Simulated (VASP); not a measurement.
# Sn (Fd-3m) in VASP: single point with PBEsol

Aim: the single point of Sn with PBEsol.

Everything below comes from runs of VASP 6.6.1. Logs are shortened: lines on timing, memory, paths and dates and some standing lists are left out, and cuts for length are marked.

## (1) The cell of the first run

The structure is cubic, space group Fd-3m (No. 227). Conventional cell: a = 6.540 Å, b = 6.540 Å, c = 6.540 Å, α = 90.00°, β = 90.00°, γ = 90.00°. Sn (site symmetry -43m) has 4 Sn at 2.83 Å within 3.7 Å.

This isn't the form of Sn at room conditions, which is tetragonal (white tin).

## (2) Single point, PBEsol

The input, POSCAR:

```
Sn
1.0
    0.0000000000      3.2701710824      3.2701710824
    3.2701710824      0.0000000000      3.2701710824
    3.2701710824      3.2701710824      0.0000000000
Sn
2
Direct
    0.0000000000      0.0000000000      0.0000000000
    0.2500000000      0.2500000000      0.2500000000
```

The input, INCAR.step1:

```
SYSTEM = Sn
PREC     = Accurate       ! precision mode
ENCUT    = 520            ! plane-wave cutoff, eV
EDIFF    = 1E-7           ! SCF threshold, eV
ISMEAR   = 0              ! smearing method
SIGMA    = 0.1            ! smearing width, eV
LREAL    = .False.        ! projectors in reciprocal space
LASPH    = .True.         ! aspherical terms in the spheres
NELM     = 100            ! most SCF steps
ALGO     = Fast           ! electronic algorithm
ISIF     = 2              ! what is computed and relaxed
LWAVE    = .False.        ! write WAVECAR
LCHARG   = .True.         ! write CHGCAR
GGA      = PS             ! functional
NBANDS   = 21             ! bands
```

The input, KPOINTS.step1:

```
Automatic mesh
0
Gamma
  12 12 12
  0 0 0
```

The input, INCAR.step2:

```
SYSTEM = Sn
PREC     = Accurate       ! precision mode
ENCUT    = 520            ! plane-wave cutoff, eV
EDIFF    = 1E-7           ! SCF threshold, eV
ISMEAR   = -5             ! smearing method
SIGMA    = 0.1            ! smearing width, eV
LREAL    = .False.        ! projectors in reciprocal space
LASPH    = .True.         ! aspherical terms in the spheres
NELM     = 100            ! most SCF steps
ALGO     = Fast           ! electronic algorithm
ISIF     = 2              ! what is computed and relaxed
LWAVE    = .False.        ! write WAVECAR
LCHARG   = .False.        ! write CHGCAR
GGA      = PS             ! functional
LORBIT   = 10             ! projections on sites
NEDOS    = 2001           ! points of the DOS
ICHARG   = 11             ! starting density
```

The input, KPOINTS.step2:

```
Automatic mesh
0
Gamma
  18 18 18
  0 0 0
```

Potentials or basis: VASP PAW PBE potentials, release 64 (Sn_d).

Command:

```bash
$ cat potpaw_PBE.64/Sn_d/POTCAR > POTCAR
$ cp INCAR.step1 INCAR
$ cp KPOINTS.step1 KPOINTS
$ mpirun -np 1 vasp_std > vasp.out
$ cp INCAR.step2 INCAR
$ cp KPOINTS.step2 KPOINTS
$ mpirun -np 1 vasp_std > vasp.out
```

OUTCAR:

```text
SYSTEM = Sn
   PREC = Accurate
   ENCUT = 520
   EDIFF = 1E-7
   ISMEAR = -5
   LREAL = .False.
   LASPH = .True.
   NELM = 100
   ISIF = 2
   GGA = PS
   LORBIT = 10
   ICHARG = 11

 ion  position               nearest neighbor table
   1  0.000  0.000  0.000-   2 2.83   2 2.83   2 2.83   2 2.83
   2  0.250  0.250  0.250-   1 2.83   1 2.83   1 2.83   1 2.83

  LATTYP: Found a face centered cubic cell.
 ALAT       =     6.5403421648

  Lattice vectors:

 A1 = (   0.0000000000,   3.2701710824,   3.2701710824)
 A2 = (   3.2701710824,   0.0000000000,   3.2701710824)
 A3 = (   3.2701710824,   3.2701710824,   0.0000000000)

Analysis of symmetry for initial positions (statically):
=====================================================================
 Subroutine PRICEL returns:
 Original cell was already a primitive cell.

 Routine SETGRP: Setting up the symmetry group for a
 face centered cubic supercell.

 Subroutine GETGRP returns: Found 48 space group operations
 (whereof 24 operations were pure point group operations)
 out of a pool of 48 trial point group operations.

The static configuration has the point symmetry T_d .
 The point group associated with its full space group is O_h .

Analysis of symmetry for dynamics (positions and initial velocities):
=====================================================================
 Subroutine PRICEL returns:
 Original cell was already a primitive cell.

 Routine SETGRP: Setting up the symmetry group for a
 face centered cubic supercell.

 Subroutine GETGRP returns: Found 48 space group operations
 (whereof 24 operations were pure point group operations)
 out of a pool of 48 trial point group operations.

The dynamic configuration has the point symmetry T_d .
 The point group associated with its full space group is O_h .

 Subroutine INISYM returns: Found 48 space group operations
 (whereof 24 operations are pure point group operations),
 and found     1 'primitive' translations

----------------------------------------------------------------------------------------

                                     Primitive cell

  volume of cell :      69.9425

  direct lattice vectors                    reciprocal lattice vectors
     0.000000000  3.270171082  3.270171082    -0.152897199  0.152897199  0.152897199
     3.270171082  0.000000000  3.270171082     0.152897199 -0.152897199  0.152897199
     3.270171082  3.270171082  0.000000000     0.152897199  0.152897199 -0.152897199

  length of vectors
     4.624720296  4.624720296  4.624720296     0.264825718  0.264825718  0.264825718

  position of ions in fractional coordinates (direct lattice)
     0.000000000  0.000000000  0.000000000
     0.250000000  0.250000000  0.250000000

  ion indices of the primitive-cell ions
   primitive index   ion index
                 1           1
                 2           2

----------------------------------------------------------------------------------------

 KPOINTS: Automatic mesh

Automatic generation of k-mesh.
 Grid dimensions read from file:
 generate k-points for:   18   18   18

 Generating k-lattice:

  Cartesian coordinates                     Fractional coordinates (reciprocal lattice)
    -0.008494289  0.008494289  0.008494289     0.055555556  0.000000000  0.000000000
     0.008494289 -0.008494289  0.008494289     0.000000000  0.055555556  0.000000000
     0.008494289  0.008494289 -0.008494289     0.000000000  0.000000000  0.055555556

  Length of vectors
     0.014712540  0.014712540  0.014712540

  Shift w.r.t. Gamma in fractional coordinates (k-lattice)
     0.000000000  0.000000000  0.000000000

 TETIRR: Found    806 inequivalent tetrahedra from    34992

 Subroutine IBZKPT returns following result:
 ===========================================

 Found    195 irreducible k-points:

 Following reciprocal coordinates:
            Coordinates               Weight
  0.000000  0.000000  0.000000      1.000000
  0.055556  0.000000  0.000000      8.000000
  0.111111  0.000000  0.000000      8.000000
  0.166667  0.000000  0.000000      8.000000
  0.222222  0.000000  0.000000      8.000000
  0.277778  0.000000  0.000000      8.000000
[... 16 lines left out ...]
 -0.277778  0.055556  0.000000     24.000000
 -0.222222  0.055556  0.000000     24.000000
 [... further k-points ...]
   k-points           NKPTS =    195   k-points in BZ     NKDIM =    195   number of bands    NBANDS=     18
   number of dos      NEDOS =   2001   number of ions     NIONS =      2
   total plane-waves  NPLWV =  46656
   dimension x,y,z NGX =    36 NGY =   36 NGZ =   36
   dimension x,y,z NGXF=    72 NGYF=   72 NGZF=   72
   ions per type =               2
   NGX,Y,Z   is equivalent  to a cutoff of  12.94, 12.94, 12.94 a.u.
   NGXF,Y,Z  is equivalent  to a cutoff of  25.88, 25.88, 25.88 a.u.
 SYSTEM =  Sn
   PREC   = accura    normal or accurate (medium, high low for compatibility)
   ISTART =      0    job   : 0-new  1-cont  2-samecut
   ICHARG =     11    charge: 1-file 2-atom 10-const
   ISPIN  =      1    spin polarized calculation?
   LNONCOLLINEAR =      F non collinear calculations
   LSORBIT =      F    spin-orbit coupling
   LASPH  =      T    aspherical Exc in radial PAW
   ENCUT  =  520.0 eV  38.22 Ry    6.18 a.u.   8.60  8.60  8.60*2*pi/ulx,y,z
   NELM   =    100;   NELMIN=  2; NELMDL=  0     # of ELM steps
   EDIFF  = 0.1E-06   stopping-criterion for ELM
   LREAL  =      F    real-space projection
   EDIFFG = 0.1E-05   stopping-criterion for IOM
   NSW    =      0    number of steps for IOM
   IBRION =     -1    ionic relax: 0-MD 1-quasi-New 2-CG
   NFREE  =      0    steps in history (QN), initial steepest desc. (CG)
   ISIF   =      2    stress and relaxation
   ISYM   =      2    0-nonsym 1-usesym 2-fastsym
   POTIM  = 0.5000    time-step for ionic-motion
   TEBEG  =    0.0;   TEEND  =   0.0 temperature during run
   PSTRESS=    0.0 pullay stress
   NELECT =      28.0000    total number of electrons
   NUPDOWN=      -1.0000    fix difference up-down
   EMIN   =  10.00;   EMAX   =-10.00  energy-range for DOS
   EFERMI =   0.00;   METHOD = LEGACY
   ISMEAR =    -5;   SIGMA  =   0.10  broadening in eV -4-tet -1-fermi 0-gaus
   EFERMI_NEDOS =   21; number of points for ismear=-14 and -15
   IALGO  =     68    algorithm
   IMIX   =      4    mixing-type and parameters
     AMIX     =   0.40;   BMIX     =  1.00
     AMIX_MAG =   1.60;   BMIX_MAG =  1.00
  volume/ion in A,a.u.               =      34.97       236.00
  Fermi-wavevector in a.u.,A,eV,Ry     =   1.206555  2.280058 19.807013  1.455774
  Thomas-Fermi vector in A             =   2.342219
   LORBIT       =     10    0 simple, 1 ext, 2 COOP (PROOUT), +10 PAW based schemes
   GGA     = PS    functional components
   LHFCALC =     F    Hartree Fock is set to
   AEXX    =    0.0000 exact exchange contribution
   IVDW    =     0    specifies the selected vdW correction
   LEPSILON=     F    determine dielectric tensor
   LRPA    =     F    only Hartree local field effects (RPA)
 non-spin polarized calculation
 RMM-DIIS sequential band-by-band and
 Fermi weights with tetrahedron method with Bloechl corrections
  energy-cutoff  :      520.00
  volume of cell :       69.94
 maximum number of plane-waves:      1902

 number of electron      27.9999986 magnetization

 Free energy of the ion-electron system (eV)
  ---------------------------------------------------
  ext. energy  EPLUGINS =         0.00000000
  ---------------------------------------------------
  free energy    TOTEN  =        -8.46726429 eV

  energy without entropy =       -8.46726429  energy(sigma->0) =       -8.46726429

 E-fermi :   5.2611     XC(G=0):  -8.9644

 val. band max:        5.2654052508   @ k =  -0.0556   0.0556   0.0000
 cond. band min:       5.1375149739   @ k =   0.5000   0.0000   0.0000
 fundamental gap:     -0.1278902768
 Fermi energy:         5.2610968081

 k-point     1 :       0.0000    0.0000    0.0000
  band No.  band energies     occupation
      1     -16.3110      2.00000
      2     -16.3110      2.00000
      3     -16.3110      2.00000
      4     -16.2529      2.00000
      5     -16.2529      2.00000
      6     -15.9607      2.00000
[... 10 lines left out ...]
     17       7.3922      0.00000
     18       7.3922      0.00000

 k-point     2 :       0.0556    0.0000    0.0000
  band No.  band energies     occupation
      1     -16.3135      2.00000
      2     -16.3135      2.00000
      3     -16.3103      2.00000
      4     -16.2495      2.00000
      5     -16.2495      2.00000
      6     -15.9686      2.00000
[... 10 lines left out ...]
     17       7.4747      0.00000
     18       7.5034      0.00000

 k-point     3 :       0.1111    0.0000    0.0000
  band No.  band energies     occupation
      1     -16.3194      2.00000
      2     -16.3194      2.00000
      3     -16.3082      2.00000
      4     -16.2412      2.00000
      5     -16.2412      2.00000
      6     -15.9793      2.00000
[... 10 lines left out ...]
     17       7.6838      0.00000
     18       7.8838      0.00000

 k-point     4 :       0.1667    0.0000    0.0000
  band No.  band energies     occupation
      1     -16.3261      2.00000
      2     -16.3261      2.00000
      3     -16.3048      2.00000
      4     -16.2308      2.00000
      5     -16.2308      2.00000
      6     -15.9896      2.00000
[... 10 lines left out ...]
     17       7.9424      0.00000
     18       8.4931      0.00000

 k-point     5 :       0.2222    0.0000    0.0000
  band No.  band energies     occupation
      1     -16.3324      2.00000
      2     -16.3324      2.00000
      3     -16.3007      2.00000
      4     -16.2204      2.00000
      5     -16.2204      2.00000
      6     -15.9988      2.00000
[... 10 lines left out ...]
     17       8.1783      0.00000
     18       9.2198      0.00000

 k-point     6 :       0.2778    0.0000    0.0000
  band No.  band energies     occupation
      1     -16.3374      2.00000
      2     -16.3374      2.00000
      3     -16.2962      2.00000
      4     -16.2112      2.00000
      5     -16.2112      2.00000
      6     -16.0064      2.00000
[... 307 lines left out ...]
 k-point    21 :      -0.3889    0.0556    0.0000
  band No.  band energies     occupation
      1     -16.3468      2.00000
      2     -16.3463      2.00000
      3     -16.2823      2.00000
      4     -16.1993      2.00000
      5     -16.1923      2.00000
      6     -16.0235      2.00000
[... 10 lines left out ...]
     17       8.4701      0.00000
     18      10.9526      0.00000

 k-point    22 :      -0.3333    0.0556    0.0000
  band No.  band energies     occupation
      1     -16.3448      2.00000
      2     -16.3436      2.00000
      3     -16.2864      2.00000
      4     -16.2047      2.00000
      5     -16.1954      2.00000
      6     -16.0223      2.00000
[... 10 lines left out ...]
     17       8.5090      0.00000
     18      10.7589      0.00000

 k-point    23 :      -0.2778    0.0556    0.0000
  band No.  band energies     occupation
      1     -16.3420      2.00000
      2     -16.3392      2.00000
      3     -16.2918      2.00000
      4     -16.2116      2.00000
      5     -16.2014      2.00000
      6     -16.0183      2.00000
[... 10 lines left out ...]
     17       8.4877      0.00000
     18      10.1468      0.00000

 k-point    24 :      -0.2222    0.0556    0.0000
  band No.  band energies     occupation
      1     -16.3377      2.00000
      2     -16.3335      2.00000
      3     -16.2976      2.00000
      4     -16.2199      2.00000
      5     -16.2101      2.00000
      6     -16.0116      2.00000
[... 10 lines left out ...]
     17       8.3475      0.00000
     18       9.4899      0.00000

 [... further k-points ...]

------------------------ aborting loop because EDIFF is reached ----------------------------------------

  FORCE on cell =-STRESS in cart. coord.  units (eV):
  Direction    XX          YY          ZZ          XY          YZ          ZX
  --------------------------------------------------------------------------------------
  -------------------------------------------------------------------------------------
  Total       -0.0439013     -0.0439013     -0.0439013      0.0000000      0.0000000      0.0000000
  in kB       -1.0056501     -1.0056501     -1.0056501      0.0000000      0.0000000      0.0000000
  external PRESSURE =      -1.0056501 kB  Pullay stress =       0.0000000 kB

 VOLUME and BASIS-vectors are now :
 -----------------------------------------------------------------------------
  energy-cutoff  :      520.00
  volume of cell :       69.94
      direct lattice vectors                 reciprocal lattice vectors
     0.000000000  3.270171082  3.270171082    -0.152897199  0.152897199  0.152897199
     3.270171082  0.000000000  3.270171082     0.152897199 -0.152897199  0.152897199
     3.270171082  3.270171082  0.000000000     0.152897199  0.152897199 -0.152897199

 POSITION                                       TOTAL-FORCE (eV/Angst)
 -----------------------------------------------------------------------------------
      0.00000      0.00000      0.00000         0.000000      0.000000      0.000000
      1.63509      1.63509      1.63509        -0.000000     -0.000000     -0.000000
 -----------------------------------------------------------------------------------
    total drift:                                0.000000      0.000000      0.000000

  FREE ENERGIE OF THE ION-ELECTRON SYSTEM (eV)
  ---------------------------------------------------
  free  energy   TOTEN  =        -8.4672642938 eV

  energy  without entropy=       -8.4672642938  energy(sigma->0) =       -8.46726429

 total charge

# of ion       s       p       d       tot
------------------------------------------
    1        1.165   1.190   9.968  12.323
    2        1.165   1.190   9.968  12.323
--------------------------------------------------
tot          2.330   2.380  19.936  24.645
```

It took 8.3 min on 1 thread of Intel Xeon 8259CL, shared host; peak memory 0.34 GiB.

Results:

* Valence electrons inside the program's atomic spheres: Sn 12.32

Levels at points of the mesh, in eV from the Fermi level:
| k point | band 11 | band 12 | band 13 | band 14 | band 15 | band 16 | band 17 | band 18 |
| --- | --- | --- | --- | --- | --- | --- | --- | --- |
| (0.00, 0.00, 0.00) | -10.49 | -0.87 | 0.07 | 0.07 | 0.07 | 2.13 | 2.13 | 2.13 |
| (0.50, 0.00, 0.00) | -8.91 | -6.25 | -1.10 | -1.10 | -0.12 | 3.19 | 3.19 | 5.52 |
| (0.50, 0.50, 0.00) | -7.47 | -7.47 | -2.41 | -2.41 | 0.77 | 0.77 | 7.55 | 7.55 |

Caveat: the PAW data sets were made with another functional, which shifts forces and pressure a little; spin-orbit coupling is left out, which moves the levels of the heavy elements.
